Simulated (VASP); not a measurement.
Wanted: the native input for a VASP 6.6.1 run.

```yaml
Task: single point
Functional: BLYP
Dispersion: D4
Potentials_or_basis: VASP PAW PBE potentials, release 64 (Sb)
Cutoff: 520 eV
k_mesh: 8 × 8 × 8
Occupations: fermi-dirac, width 0.05 eV
Spin: no spin polarisation
Dipole_correction: no
Further_INCAR_settings: ALGO = Normal; EDIFF = 1e-06; NBANDS = 8
```

The structure of Sb lies in POSCAR:

```
Sb
1.0
    3.0963751903      0.0000000000      0.0000000000
    0.0000000000      3.0963751903      0.0000000000
    0.0000000000      0.0000000000      3.0963751903
Sb
1
Direct
    0.0000000000      0.0000000000      0.0000000000
```

These files were run (other wordings do the same):

INCAR

```
SYSTEM = Sb
PREC = Accurate ; ENCUT = 520
EDIFF = 1E-6 ; ISMEAR = -1
SIGMA = 0.05 ; LREAL = .False.
LASPH = .True. ; NELM = 60
ALGO = Normal ; ISIF = 2
LWAVE = .False. ; LCHARG = .False.
GGA = B5 ; ALDAX = 1.0
AGGAX = 1.0 ; AGGAC = 1.0
ALDAC = 0.0 ; IVDW = 13
VDW_S6 = 1.0 ; VDW_S8 = 2.34076671
VDW_A1 = 0.44488865 ; VDW_A2 = 4.0933009
NBANDS = 8
```

KPOINTS

```
regular mesh
0
Gamma
  8 8 8
  0 0 0
```

Potentials or basis: VASP PAW PBE potentials, release 64 (Sb).

Launch:

```bash
$ cat potpaw_PBE.64/Sb/POTCAR > POTCAR
$ mpirun -np 1 vasp_std > vasp.out
```

It gave:

```
Pressure                   : 0.3 GPa
Dispersion energy per atom : -0.983 eV
```

Caveat: the PAW data sets were made with another functional, which shifts forces and pressure a little; pairwise dispersion overbinds metals, which lowers pressure and volume.

It used 6.2 s of CPU time on 1 thread of Intel(R) Xeon(R) Platinum 8375C CPU @ 2.90GHz (Ice Lake) (shared host).
